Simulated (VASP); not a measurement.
Input of a VASP 6.6.1 run:

File INCAR:

```
SYSTEM = C
ALGO = Normal
EDIFF = 1E-6
ENCUT = 520
GGA = PS
ISIF = 2
ISMEAR = -1
LASPH = .TRUE.
LCHARG = .FALSE.
LREAL = .FALSE.
LWAVE = .FALSE.
NBANDS = 11
NELM = 80
PREC = Accurate
SIGMA = 0.02
```

Contents of KPOINTS:

```
k-points
0
G
  16 16 16
  0 0 0
```

File POSCAR:

```
C
1.0
    0.0000000000      1.7769057192      1.7769057192
    1.7769057192      0.0000000000      1.7769057192
    1.7769057192      1.7769057192      0.0000000000
C
2
Direct
   -0.1250000000     -0.1250000000     -0.1250000000
    0.1250000000      0.1250000000      0.1250000000
```

Potentials or basis: VASP PAW PBE potentials, release 64 (C).

The run is started by

```bash
$ cat potpaw_PBE.64/C/POTCAR > POTCAR
$ mpirun -np 1 vasp_std > vasp.out
```

Problem. Estimate the band gap on the k mesh.

Solution. 4.03 eV (least direct gap 5.57 eV).

Problem. What does it give for the pressure?

Solution. 1.1 GPa.

Caveat: the PAW data sets were made with another functional, which shifts forces and pressure a little. A k mesh can miss the band edges.
